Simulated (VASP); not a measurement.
# ZnO (ref) (P6_3mc) in VASP: further runs

ZnO (ref) is run at these levels: r2SCAN; tasks: single point.

All numbers are computed with VASP 6.6.1; they aren't measurements. Logs are shortened: lines on timing, memory, paths and dates and some standing lists are left out, and cuts for length are marked.

## Step 1: The cell of the first run

Symmetry: P6_3mc, No. 186, hexagonal system. The conventional cell has a = 3.235 Å, b = 3.235 Å, c = 5.211 Å, α = 90.00°, β = 90.00°, γ = 120.00°. Zn (site symmetry 3m) has 4 O at 1.97 to 1.98 Å within 2.6 Å. O (site symmetry 3m) has 4 Zn at 1.97 to 1.98 Å within 2.6 Å.

## Step 2: Single point, r2SCAN

POSCAR

```
ZnO
1.0
    3.2351576527      0.0000000000      0.0000000000
   -1.6175788264      2.8017287125      0.0000000000
    0.0000000000      0.0000000000      5.2110795600
Zn O
2 2
Direct
    0.3333333333      0.6666666667      0.0011652785
    0.6666666667      0.3333333333      0.5011652785
    0.3333333333      0.6666666667      0.3808347215
    0.6666666667      0.3333333333      0.8808347215
```

INCAR.step1

```
SYSTEM = ZnO
  PREC = Accurate
  ENCUT = 520
  ISMEAR = 0
  SIGMA = 0.01
  LREAL = .FALSE.
  LASPH = .TRUE.
  NELM = 60
  NBANDS = 26
  GGA = PE
  ALGO = Normal
  EDIFF = 1E-4
  LWAVE = .TRUE.
  LCHARG = .FALSE.
```

INCAR.step2

```
SYSTEM = ZnO
  PREC = Accurate
  ENCUT = 520
  EDIFF = 1E-7
  ISMEAR = 0
  SIGMA = 0.01
  LREAL = .FALSE.
  LASPH = .TRUE.
  NELM = 60
  ALGO = Normal
  ISIF = 2
  LWAVE = .FALSE.
  LCHARG = .FALSE.
  METAGGA = R2SCAN
  LMIXTAU = .TRUE.
  NBANDS = 26
  ISTART = 1
```

KPOINTS

```
regular mesh
0
G
  12 12 8
  0 0 0
```

Potentials or basis: VASP PAW PBE potentials, release 64 (Zn, O).

The run is started by

```sh
> cat potpaw_PBE.64/Zn/POTCAR potpaw_PBE.64/O/POTCAR > POTCAR
> cp INCAR.step1 INCAR
> mpirun -np 1 vasp_std > vasp.out
> cp INCAR.step2 INCAR
> mpirun -np 1 vasp_std > vasp.out
```

OUTCAR:

```text
SYSTEM = ZnO
   PREC = Accurate
   ENCUT = 520
   EDIFF = 1E-7
   ISMEAR = 0
   LREAL = .FALSE.
   LASPH = .TRUE.
   NELM = 60
   ISIF = 2
   METAGGA = R2SCAN
   ISTART = 1

 ion  position               nearest neighbor table
   1  0.333  0.667  0.001-   4 1.97   4 1.97   4 1.97   3 1.98
   2  0.667  0.333  0.501-   3 1.97   3 1.97   3 1.97   4 1.98
   3  0.333  0.667  0.381-   2 1.97   2 1.97   2 1.97   1 1.98
   4  0.667  0.333  0.881-   1 1.97   1 1.97   1 1.97   2 1.98

  LATTYP: Found a hexagonal cell.
 ALAT       =     3.2351576527
 C/A-ratio  =     1.6107652607

  Lattice vectors:

 A1 = (   3.2351576527,   0.0000000000,   0.0000000000)
 A2 = (  -1.6175788264,   2.8017287125,   0.0000000000)
 A3 = (   0.0000000000,   0.0000000000,   5.2110795600)

Analysis of symmetry for initial positions (statically):
=====================================================================
 Subroutine PRICEL returns:
 Original cell was already a primitive cell.

 Routine SETGRP: Setting up the symmetry group for a
 hexagonal supercell.

 Subroutine GETGRP returns: Found 12 space group operations
 (whereof  6 operations were pure point group operations)
 out of a pool of 24 trial point group operations.

The static configuration has the point symmetry C_3v.
 The point group associated with its full space group is C_6v.

Analysis of symmetry for dynamics (positions and initial velocities):
=====================================================================
 Subroutine PRICEL returns:
 Original cell was already a primitive cell.

 Routine SETGRP: Setting up the symmetry group for a
 hexagonal supercell.

 Subroutine GETGRP returns: Found 12 space group operations
 (whereof  6 operations were pure point group operations)
 out of a pool of 24 trial point group operations.

The dynamic configuration has the point symmetry C_3v.
 The point group associated with its full space group is C_6v.

 Subroutine INISYM returns: Found 12 space group operations
 (whereof  6 operations are pure point group operations),
 and found     1 'primitive' translations

----------------------------------------------------------------------------------------

                                     Primitive cell

  volume of cell :      47.2334

  direct lattice vectors                    reciprocal lattice vectors
     3.235157653  0.000000000  0.000000000     0.309103947  0.178461247  0.000000000
    -1.617578826  2.801728713  0.000000000     0.000000000  0.356922494  0.000000000
     0.000000000  0.000000000  5.211079560     0.000000000  0.000000000  0.191898816

  length of vectors
     3.235157653  3.235157653  5.211079560     0.356922494  0.356922494  0.191898816

  position of ions in fractional coordinates (direct lattice)
     0.333333333  0.666666667  0.001165278
     0.666666667  0.333333333  0.501165278
     0.333333333  0.666666667  0.380834722
     0.666666667  0.333333333  0.880834722

  ion indices of the primitive-cell ions
   primitive index   ion index
                 1           1
                 2           2
                 3           3
                 4           4

----------------------------------------------------------------------------------------

 KPOINTS: regular mesh

Automatic generation of k-mesh.
 Grid dimensions read from file:
 generate k-points for:   12   12    8

 Generating k-lattice:

  Cartesian coordinates                     Fractional coordinates (reciprocal lattice)
     0.025758662  0.014871771  0.000000000     0.083333333  0.000000000  0.000000000
     0.000000000  0.029743541  0.000000000     0.000000000  0.083333333  0.000000000
     0.000000000  0.000000000  0.023987352     0.000000000  0.000000000  0.125000000

  Length of vectors
     0.029743541  0.029743541  0.023987352

  Shift w.r.t. Gamma in fractional coordinates (k-lattice)
     0.000000000  0.000000000  0.000000000

 Subroutine IBZKPT returns following result:
 ===========================================

 Found     95 irreducible k-points:

 Following reciprocal coordinates:
            Coordinates               Weight
  0.000000  0.000000  0.000000      1.000000
  0.083333 -0.000000  0.000000      6.000000
  0.166667 -0.000000  0.000000      6.000000
  0.250000 -0.000000  0.000000      6.000000
  0.333333  0.000000  0.000000      6.000000
  0.416667 -0.000000  0.000000      6.000000
[... 16 lines left out ...]
  0.250000 -0.000000  0.125000     12.000000
  0.333333  0.000000  0.125000     12.000000
 [... further k-points ...]
   k-points           NKPTS =     95   k-points in BZ     NKDIM =     95   number of bands    NBANDS=     26
   number of dos      NEDOS =    301   number of ions     NIONS =      4
   total plane-waves  NPLWV =  23040
   dimension x,y,z NGX =    24 NGY =   24 NGZ =   40
   dimension x,y,z NGXF=    48 NGYF=   48 NGZF=   80
   ions per type =               2   2
   NGX,Y,Z   is equivalent  to a cutoff of  12.33, 12.33, 12.76 a.u.
   NGXF,Y,Z  is equivalent  to a cutoff of  24.67, 24.67, 25.52 a.u.
 SYSTEM =  ZnO
   PREC   = accura    normal or accurate (medium, high low for compatibility)
   ISTART =      1    job   : 0-new  1-cont  2-samecut
   ICHARG =      0    charge: 1-file 2-atom 10-const
   ISPIN  =      1    spin polarized calculation?
   LNONCOLLINEAR =      F non collinear calculations
   LSORBIT =      F    spin-orbit coupling
   LASPH  =      T    aspherical Exc in radial PAW
   ENCUT  =  520.0 eV  38.22 Ry    6.18 a.u.   6.02  6.02  9.69*2*pi/ulx,y,z
   NELM   =     60;   NELMIN=  2; NELMDL=  0     # of ELM steps
   EDIFF  = 0.1E-06   stopping-criterion for ELM
   LREAL  =      F    real-space projection
   EDIFFG = 0.1E-05   stopping-criterion for IOM
   NSW    =      0    number of steps for IOM
   IBRION =     -1    ionic relax: 0-MD 1-quasi-New 2-CG
   NFREE  =      0    steps in history (QN), initial steepest desc. (CG)
   ISIF   =      2    stress and relaxation
   ISYM   =      2    0-nonsym 1-usesym 2-fastsym
   POTIM  = 0.5000    time-step for ionic-motion
   TEBEG  =    0.0;   TEEND  =   0.0 temperature during run
   PSTRESS=    0.0 pullay stress
   NELECT =      36.0000    total number of electrons
   NUPDOWN=      -1.0000    fix difference up-down
   EMIN   =  10.00;   EMAX   =-10.00  energy-range for DOS
   EFERMI =   0.00;   METHOD = LEGACY
   ISMEAR =     0;   SIGMA  =   0.01  broadening in eV -4-tet -1-fermi 0-gaus
   EFERMI_NEDOS =   21; number of points for ismear=-14 and -15
   IALGO  =     38    algorithm
   IMIX   =      4    mixing-type and parameters
     AMIX     =   0.40;   BMIX     =  1.00
     AMIX_MAG =   1.60;   BMIX_MAG =  1.00
  volume/ion in A,a.u.               =      11.81        79.69
  Fermi-wavevector in a.u.,A,eV,Ry     =   1.495406  2.825908 30.425899  2.236240
  Thomas-Fermi vector in A             =   2.607555
   LORBIT       =      0    0 simple, 1 ext, 2 COOP (PROOUT), +10 PAW based schemes
   METAGGA = R2SCAN    functional components
   LHFCALC =     F    Hartree Fock is set to
   AEXX    =    0.0000 exact exchange contribution
   IVDW    =     0    specifies the selected vdW correction
   LEPSILON=     F    determine dielectric tensor
   LRPA    =     F    only Hartree local field effects (RPA)
 non-spin polarized calculation
 Gauss-broadening in eV      SIGMA  =   0.01
  energy-cutoff  :      520.00
  volume of cell :       47.23
 maximum number of plane-waves:      1296
   NGX = 13   NGY = 13   NGZ = 19

 number of electron      36.0000021 magnetization

 Free energy of the ion-electron system (eV)
  ---------------------------------------------------
  ext. energy  EPLUGINS =         0.00000000
  ---------------------------------------------------
  free energy    TOTEN  =       -36.31674659 eV

  energy without entropy =      -36.31674659  energy(sigma->0) =      -36.31674659

 E-fermi :   1.0382     XC(G=0): -11.7069

 val. band max:        0.9196217901   @ k =   0.0000   0.0000   0.0000
 cond. band min:       2.1545749786   @ k =   0.0000   0.0000   0.0000
 fundamental gap:      1.2349531885
 Fermi energy:         1.0382431731

 k-point     1 :       0.0000    0.0000    0.0000
  band No.  band energies     occupation
      1     -18.2268      2.00000
      2     -17.5306      2.00000
      3      -4.9394      2.00000
      4      -4.9393      2.00000
      5      -4.8820      2.00000
      6      -4.8358      2.00000
[... 18 lines left out ...]
     25      16.0389      0.00000
     26      16.0391      0.00000

 k-point     2 :       0.0833   -0.0000    0.0000
  band No.  band energies     occupation
      1     -18.1897      2.00000
      2     -17.5140      2.00000
      3      -4.9831      2.00000
      4      -4.9157      2.00000
      5      -4.8558      2.00000
      6      -4.7898      2.00000
[... 18 lines left out ...]
     25      15.9841      0.00000
     26      16.1404      0.00000

 k-point     3 :       0.1667   -0.0000    0.0000
  band No.  band energies     occupation
      1     -18.0852      2.00000
      2     -17.4697      2.00000
      3      -5.0835      2.00000
      4      -4.8529      2.00000
      5      -4.8196      2.00000
      6      -4.7450      2.00000
[... 18 lines left out ...]
     25      15.8384      0.00000
     26      16.2284      0.00000

 k-point     4 :       0.2500   -0.0000    0.0000
  band No.  band energies     occupation
      1     -17.9334      2.00000
      2     -17.4136      2.00000
      3      -5.1838      2.00000
      4      -4.8379      2.00000
      5      -4.7744      2.00000
      6      -4.6445      2.00000
[... 18 lines left out ...]
     25      15.1834      0.00000
     26      16.0409      0.00000
[... 496 lines left out ...]
      1     -18.0624      2.00000
      2     -17.4937      2.00000
      3      -5.0999      2.00000
      4      -4.8718      2.00000
      5      -4.8468      2.00000
      6      -4.7730      2.00000
[... 18 lines left out ...]
     25      15.2833      0.00000
     26      16.0837      0.00000

 k-point    23 :       0.2500   -0.0000    0.1250
  band No.  band energies     occupation
      1     -17.9137      2.00000
      2     -17.4334      2.00000
      3      -5.2005      2.00000
      4      -4.8933      2.00000
      5      -4.7658      2.00000
      6      -4.6593      2.00000
[... 18 lines left out ...]
     25      15.1799      0.00000
     26      15.9607      0.00000

 k-point    24 :       0.3333    0.0000    0.1250
  band No.  band energies     occupation
      1     -17.7511      2.00000
      2     -17.3825      2.00000
      3      -5.2461      2.00000
      4      -4.9261      2.00000
      5      -4.6962      2.00000
      6      -4.5184      2.00000
[... 18 lines left out ...]
     25      15.2011      0.00000
     26      15.9197      0.00000

 [... further k-points ...]
[... 5 lines left out ...]
  --------------------------------------------------------------------------------------
  -------------------------------------------------------------------------------------
  Total        0.2846352      0.2846352      0.3052035     -0.0000000     -0.0000000      0.0000000
  in kB        9.6549492      9.6549492     10.3526355     -0.0000000     -0.0000000      0.0000000
  external PRESSURE =       9.8875113 kB  Pullay stress =       0.0000000 kB

 VOLUME and BASIS-vectors are now :
 -----------------------------------------------------------------------------
  energy-cutoff  :      520.00
  volume of cell :       47.23
      direct lattice vectors                 reciprocal lattice vectors
     3.235157653  0.000000000  0.000000000     0.309103947  0.178461247  0.000000000
    -1.617578826  2.801728713  0.000000000     0.000000000  0.356922494  0.000000000
     0.000000000  0.000000000  5.211079560     0.000000000  0.000000000  0.191898816

 POSITION                                       TOTAL-FORCE (eV/Angst)
 -----------------------------------------------------------------------------------
     -0.00000      1.86782      0.00607        -0.000000     -0.000000     -0.010608
      1.61758      0.93391      2.61161         0.000000      0.000000     -0.010608
     -0.00000      1.86782      1.98456        -0.000000      0.000000      0.010608
      1.61758      0.93391      4.59010        -0.000000      0.000000      0.010608
 -----------------------------------------------------------------------------------
    total drift:                                0.000000      0.000000     -0.090737

  FREE ENERGIE OF THE ION-ELECTRON SYSTEM (eV)
  ---------------------------------------------------
  free  energy   TOTEN  =       -36.3167465892 eV

  energy  without entropy=      -36.3167465892  energy(sigma->0) =      -36.31674659
```

Wall time 4.7 min (1 thread of Intel Xeon 6975P-C (Granite Rapids), shared host); peak memory 0.23 GiB.

Results:

```
Free energy            : -36.3167 eV
Pressure               : 1.0 GPa
Largest force          : 0.011 eV/Å
Band gap on the k mesh : 1.24 eV, direct
```

Forces on the atoms (eV/Å):
```
Zn   0.000  0.000 -0.011
Zn   0.000  0.000 -0.011
O    0.000  0.000  0.011
O    0.000  0.000  0.011
```

Caveat: the PAW data sets were made with another functional, which shifts forces and pressure a little. A k mesh can miss the band edges.

[end of part 1 of 2]
